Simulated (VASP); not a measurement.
Wanted: the native input for a VASP 6.6.1 run.

```
Task                   : single point
Functional             : RPBE
Potentials or basis    : VASP PAW PBE potentials, release 64 (Mg)
Cutoff                 : 520 eV
k mesh                 : 13 × 13 × 13
Occupations            : fermi-dirac, width 0.1 eV
Spin                   : no spin polarisation
Dipole correction      : no
Further INCAR settings : ALGO = Normal; EDIFF = 1e-07; NBANDS = 7
```

The structure of Mg lies in POSCAR:

```
Mg
1.0
    0.0000000000      2.3738526251      2.3738526251
    2.3738526251      0.0000000000      2.3738526251
    2.3738526251      2.3738526251      0.0000000000
Mg
1
Direct
    0.0000000000      0.0000000000      0.0000000000
```

This cell differs from its parent crystal: volume scaled by 1.12.

The input as run:

INCAR

```
PREC     = Accurate       # precision mode
ENCUT    = 520            # plane-wave cutoff, eV
EDIFF    = 1E-7           # SCF threshold, eV
ISMEAR   = -1             # smearing method
SIGMA    = 0.1            # smearing width, eV
LREAL    = F              # projectors in reciprocal space
LASPH    = T              # aspherical terms in the spheres
NELM     = 60             # most SCF steps
ALGO     = Normal         # electronic algorithm
ISIF     = 2              # what is computed and relaxed
LWAVE    = F              # write WAVECAR
LCHARG   = F              # write CHGCAR
GGA      = RP             # functional
NBANDS   = 7              # bands
```

KPOINTS

```
regular mesh
0
Gamma
  13 13 13
```

Potentials or basis: VASP PAW PBE potentials, release 64 (Mg).

Run with:

```sh
$ cat potpaw_PBE.64/Mg/POTCAR > POTCAR
$ mpirun -np 1 vasp_std > vasp.out
```

It gave:

The pressure is -3.1 GPa and the band gap on the k mesh is zero (band 1 reaches 2.75 eV, above the bottom of band 2 at 0.98 eV).

Caveat: the PAW data sets were made with another functional, which shifts forces and pressure a little.

Wall time 24 s on 1 thread of Intel(R) Xeon(R) Platinum 8375C CPU @ 2.90GHz (Ice Lake) (shared host), peak memory 0.16 GiB.
